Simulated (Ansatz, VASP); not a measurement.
**One calculation of Ga3BiAs2, two programs**

```
As Bi Ga
1.0
     4.30980    0.00000    0.00000
    -2.15490    3.73240    0.00000
     0.00000    0.00000   10.61736
As Bi Ga
2 1 3
Direct
  0.00000 0.00000 0.01047
  0.33333 0.66667 0.32430
  0.66667 0.33333 0.66358
  0.33333 0.66667 0.08337
  0.66667 0.33333 0.39541
  0.00000 0.00000 0.77286
```

Alike in both runs: task single point; functional PBE; k mesh 6 × 6 × 2; occupations fermi-dirac, width 0.02 eV; no spin polarisation.

|  | VASP | Ansatz |
| --- | --- | --- |
| version | VASP 6.6.1 | Ansatz 0.2.0 |
| potentials or method | VASP PAW PBE potentials, release 64 (As, Bi_d, Ga_d) | plane waves, PAW |
| plane-wave cutoff (eV) | 520 | 420 |
| valence electrons in the cell | 64 | 84 |

|  | VASP | Ansatz | Ansatz less VASP |
| --- | --- | --- | --- |
| pressure (GPa) | -2.4 | -2.5 | -0.08 |
| rms of the force components (eV/Å) | 0.030 | 0.032 | +0.0020 |

Atom by atom the forces differ by 0.002 eV/Å (rms over components). The functional is the same, so the differences come from potentials, cutoffs and numerics. VASP's potentials hold 64 valence electrons a cell and Ansatz's 84, so a difference there can come from the potentials and not from the codes.

Spin-orbit coupling is off throughout.
